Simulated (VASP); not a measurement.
Write the native input for VASP 6.6.1 that does the following.

```yaml
Task: relaxation of shape and atoms at fixed volume
Functional: PBE
Potentials_or_basis: VASP PAW PBE potentials, release 64 (Cd, S)
Cutoff: 600 eV
k_mesh: 6 × 6 × 4
Occupations: gaussian, width 0.01 eV
Spin: no spin polarisation
Dipole_correction: no
Further_INCAR_settings: ALGO = Normal; EDIFF = 1e-06; IBRION = 2; EDIFFG = -0.02; NSW = 80; ISIF = 4
```

The structure of CdS (Greenockite) lies in POSCAR:

```
CdS
1.0
    4.1500000000      0.0000000000      0.0000000000
   -2.0750000000      3.5940054300      0.0000000000
    0.0000000000      0.0000000000      6.7370000000
Cd S
2 2
Direct
    0.3333333300      0.6666666700      0.0000000000
    0.6666666700      0.3333333300      0.5000000000
    0.3333333300      0.6666666700      0.3750000000
    0.6666666700      0.3333333300      0.8750000000
```

One way to write it, as run:

INCAR

```
SYSTEM = CdS
  PREC = Accurate
  ENCUT = 600
  EDIFF = 1E-6
  ISMEAR = 0
  SIGMA = 0.01
  LREAL = .FALSE.
  LASPH = .TRUE.
  NELM = 100
  ALGO = Normal
  ISIF = 4
  LWAVE = .FALSE.
  LCHARG = .FALSE.
  GGA = PE
  IBRION = 2
  NSW = 80
  EDIFFG = -0.02
```

KPOINTS

```
Automatic mesh
0
G
  6 6 4
  0 0 0
```

Potentials or basis: VASP PAW PBE potentials, release 64 (Cd, S).

The run is started by

```console
$ cat potpaw_PBE.64/Cd/POTCAR potpaw_PBE.64/S/POTCAR > POTCAR
$ mpirun -np 1 vasp_std > vasp.out
```

It gave:

```json
{
 "Energy gained by relaxing": "0.2 meV/atom",
 "Ionic steps": "2",
 "Pressure after relaxing": "2.4 GPa",
 "Largest force after relaxing": "0.004 eV/Å",
 "Band gap on the k mesh": "1.19 eV, direct"
}
```

It used 48 s of CPU time on 1 thread of Intel(R) Xeon(R) Platinum 8488C (Sapphire Rapids) (shared host).
